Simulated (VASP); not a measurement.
Write the native input for VASP 6.6.1 that does the following.

| Quantity | Value |
| --- | --- |
| Task | single point |
| Functional | LDA |
| Potentials or basis | VASP PAW LDA potentials, release 64 (Na_pv, I) |
| Cutoff | 520 eV |
| k mesh | 6 × 6 × 6 |
| Occupations | gaussian, width 0.01 eV |
| Spin | non-collinear spin, zero start, spin-orbit coupling |
| Starting moments | [[0.0, 0.0, 0.0], [0.0, 0.0, 0.0]] μB |
| Dipole correction | no |
| Further INCAR settings | ALGO = Normal; EDIFF = 1e-07; NBANDS = 26 |

The structure of NaI lies in POSCAR:

```
NaI
1.0
    0.0156554359      3.1389149030      3.1389149030
    3.1389149030      0.0156554359      3.1389149030
    3.1389149030      3.1389149030      0.0156554359
Na I
1 1
Direct
    0.0000000000      0.0000000000      0.0000000000
    0.5000000000      0.5000000000      0.5000000000
```

This cell differs from its parent crystal: equal xy, yz and zx engineering shears of +0.5 %.

The input as run:

INCAR

```
SYSTEM = NaI
  PREC = Accurate
  ENCUT = 520
  EDIFF = 1E-7
  ISMEAR = 0
  SIGMA = 0.01
  LREAL = .FALSE.
  LASPH = .TRUE.
  NELM = 150
  ALGO = Normal
  ISIF = 2
  LWAVE = .FALSE.
  LCHARG = .FALSE.
  LNONCOLLINEAR = .TRUE.
  MAGMOM = 0 0 0 0 0 0
  LORBIT = 11
  LSORBIT = .TRUE.
  GGA_COMPAT = .FALSE.
  LORBMOM = .TRUE.
  NBANDS = 26
```

KPOINTS

```
regular mesh
0
G
  6 6 6
  0 0 0
```

Potentials or basis: VASP PAW LDA potentials, release 64 (Na_pv, I).

Launch:

```bash
$ cat potpaw_LDA.64/Na_pv/POTCAR potpaw_LDA.64/I/POTCAR > POTCAR
$ mpirun -np 1 vasp_ncl > vasp.out
```

It gave:

```
Pressure                                              : 0.1 GPa
Net moment                                            : 0.00 μB per cell
Valence electrons inside the program's atomic spheres : Na 6.03; I 4.36
```

Caveat: the cell differs from its parent crystal (equal xy, yz and zx engineering shears of +0.5 %).

It took 72 s on 1 thread of Intel(R) Xeon(R) Platinum 8488C (Sapphire Rapids), on a shared host, peak memory 0.33 GiB.
